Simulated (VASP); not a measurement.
A run of VASP 6.6.1 is set up as follows.

INCAR

```
SYSTEM = AlNi
ALGO = Fast ; EDIFF = 1E-6
ENCUT = 520 ; GGA = PE
ISIF = 2 ; ISMEAR = 0
LASPH = .TRUE. ; LCHARG = .FALSE.
LREAL = .FALSE. ; LWAVE = .FALSE.
NBANDS = 14 ; NELM = 60
PREC = Accurate ; SIGMA = 0.15
```

File KPOINTS:

```
k-points
0
G
  16 16 16
  0 0 0
```

POSCAR

```
AlNi
1.0
    3.1114800000      0.0000000000      0.0000000000
    0.0000000000      3.1114800000      0.0000000000
    0.0000000000      0.0000000000      2.7657600000
Al Ni
1 1
Direct
    0.0000000000      0.0000000000      0.0000000000
    0.5000000000      0.5000000000      0.5000000000
```

Potentials or basis: VASP PAW PBE potentials, release 64 (Al, Ni).

Run with:

```bash
$ cat potpaw_PBE.64/Al/POTCAR potpaw_PBE.64/Ni/POTCAR > POTCAR
$ mpirun -np 1 vasp_std > vasp.out
```

Question: Estimate the pressure.

Answer: -12.2 GPa.

Stress tensor (GPa, compression positive):
```
-15.16   0.00   0.00
  0.00 -15.16   0.00
  0.00   0.00  -6.21
```

Caveat: the cell differs from its parent crystal (strain +0.080 along x and y, -0.040 along z). Spin polarisation is off, so any magnetic state and its effect on volume and gap are missing.
